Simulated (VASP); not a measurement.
Write the native input for VASP 6.6.1 that does the following.

- Task: single point
- Functional: PBEsol
- Potentials or basis: VASP PAW PBE potentials, release 64 (Sc_sv, H)
- Cutoff: 520 eV
- k mesh: 16 × 16 × 18
- Occupations: gaussian, width 0.02 eV
- Spin: no spin polarisation
- Dipole correction: no
- Further INCAR settings: ALGO = Normal; EDIFF = 1e-06; NBANDS = 15

The structure of ScH3 lies in POSCAR:

```
ScH3
1.0
   -1.6416812058      1.6416812058      2.4157258929
    1.6416812058     -1.6416812058      2.4157258929
    1.6416812058      1.6416812058     -2.4157258929
Sc H
1 3
Direct
    0.0000000000      0.0000000000      0.0000000000
    0.7500000000      0.2500000000      0.5000000000
    0.2500000000      0.7500000000      0.5000000000
    0.5000000000      0.5000000000      0.0000000000
```

These files were run (other wordings do the same):

INCAR

```
ALGO     = Normal         # electronic algorithm
EDIFF    = 1E-6           # SCF threshold, eV
ENCUT    = 520            # plane-wave cutoff, eV
GGA      = PS             # functional
ISIF     = 2              # what is computed and relaxed
ISMEAR   = 0              # smearing method
LASPH    = T              # aspherical terms in the spheres
LCHARG   = F              # write CHGCAR
LREAL    = F              # projectors in reciprocal space
LWAVE    = F              # write WAVECAR
NBANDS   = 15             # bands
NELM     = 100            # most SCF steps
PREC     = Accurate       # precision mode
SIGMA    = 0.02           # smearing width, eV
```

KPOINTS

```
k-points
0
Gamma
  16 16 18
```

Potentials or basis: VASP PAW PBE potentials, release 64 (Sc_sv, H).

Run with:

```sh
$ cat potpaw_PBE.64/Sc_sv/POTCAR potpaw_PBE.64/H/POTCAR > POTCAR
$ mpirun -np 1 vasp_std > vasp.out
```

Results of the run:

```yaml
Pressure: 0.2 GPa
Band_gap_on_the_k_mesh: zero (band 7 reaches 5.80 eV, above the bottom of band 8 at 5.47 eV)
```

Caveat: the PAW data sets were made with another functional, which shifts forces and pressure a little.

Wall time 6.7 min on 1 thread of Intel Xeon 6975P-C, on a shared host, peak memory 0.54 GiB.
